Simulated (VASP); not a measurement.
Input of a VASP 6.6.1 run:

POSCAR

```
ZnO
1.0
    3.2494000000      0.0000000000      0.0000000000
   -1.6247000000      2.8140629500      0.0000000000
    0.0000000000      0.0000000000      5.2038000000
Zn O
2 2
Direct
    0.3333333300      0.6666666700      0.0000000000
    0.6666666700      0.3333333300      0.5000000000
    0.3333333300      0.6666666700      0.3830000000
    0.6666666700      0.3333333300      0.8830000000
```

Contents of INCAR.step1:

```
SYSTEM = ZnO
ALGO = Normal
EDIFF = 1E-4
ENCUT = 520
GGA = PE
ISMEAR = 0
LASPH = .True.
LCHARG = .False.
LREAL = .False.
LWAVE = .True.
NBANDS = 26
NELM = 80
PREC = Accurate
SIGMA = 0.1
```

File INCAR.step2:

```
SYSTEM = ZnO
ALGO = Normal
BPARAM = 11.95
CPARAM = 0.0093
EDIFF = 1E-7
ENCUT = 520
ISIF = 2
ISMEAR = 0
ISTART = 1
IVDW_NL = 2
LASPH = .True.
LCHARG = .False.
LMIXTAU = .True.
LREAL = .False.
LUSE_VDW = .True.
LWAVE = .False.
METAGGA = R2SCAN
NBANDS = 26
NELM = 80
PREC = Accurate
SIGMA = 0.1
```

KPOINTS

```
k-points
0
Gamma
  6 6 4
  0 0 0
```

Potentials or basis: VASP PAW PBE potentials, release 64 (Zn, O).

Run with:

```bash
$ cat potpaw_PBE.64/Zn/POTCAR potpaw_PBE.64/O/POTCAR > POTCAR
$ cp INCAR.step1 INCAR
$ mpirun -np 1 vasp_std > vasp.out
$ cp INCAR.step2 INCAR
$ mpirun -np 1 vasp_std > vasp.out
```

Question: Estimate the band gap on the k mesh.

Answer: 1.17 eV.

Question: What does it give for the largest force?

Answer: 0.050 eV/Å.

Stress tensor (GPa, compression positive):
```
-1.34  0.00  0.00
 0.00 -1.34  0.00
 0.00  0.00 -1.43
```

Caveat: the PAW data sets were made with another functional, which shifts forces and pressure a little. r2SCAN opens gaps a little over a GGA but as a rule still falls short of measured ones.
